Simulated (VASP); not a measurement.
A run of VASP 6.6.1 is set up as follows.

The input INCAR:

```
ALGO = Normal
EDIFF = 1E-6
EDIFFG = -0.002
ENCUT = 600
GGA = CA
IBRION = 2
ISIF = 3
ISMEAR = 0
LASPH = True
LCHARG = False
LREAL = False
LWAVE = False
NELM = 80
NSW = 100
PREC = Accurate
SIGMA = 0.02
```

Contents of KPOINTS:

```
k-points
0
Gamma
  12 12 12
```

Contents of POSCAR:

```
GaP
1.0
    0.0000000000      2.7258124900      2.7258124900
    2.7258124900      0.0000000000      2.7258124900
    2.7258124900      2.7258124900      0.0000000000
Ga P
1 1
Direct
    0.0000000000      0.0000000000      0.0000000000
    0.7500000000      0.7500000000      0.7500000000
```

Potentials or basis: VASP PAW LDA potentials, release 64 (Ga_d, P).

Run with:

```sh
$ cat potpaw_LDA.64/Ga_d/POTCAR potpaw_LDA.64/P/POTCAR > POTCAR
$ mpirun -np 1 vasp_std > vasp.out
```

Task: Predict the relaxed volume.

Result: 19.61 Å³/atom.

Task: What does it give for the space group after relaxing (to 0.05 Å)?

Result: F-43m (No. 216).

Task: Estimate the relaxed cell.

Result: a = 3.814 Å, b = 3.814 Å, c = 3.814 Å, α = 60.00°, β = 60.00°, γ = 60.00°.

The path:
```
step  energy change (eV)  largest force (eV/Å)  pressure (GPa)  volume (Å³)
   1              0.0000                0.0000           -2.72        40.51
   2             -0.0076                0.0000            1.69        38.52
   3             -0.0112                0.0000           -0.08        39.22
   4             -0.0112                0.0000            0.11        39.19
   5             -0.0112                0.0000           -0.10        39.26
   6             -0.0112                0.0000            0.04        39.22
   7             -0.0112                0.0000           -0.06        39.23
   8             -0.0112                0.0000            0.07        39.22
   9             -0.0112                0.0000           -0.06        39.23
  10             -0.0112                0.0000           -0.03        39.22
  11             -0.0112                0.0000           -0.01        39.22
```
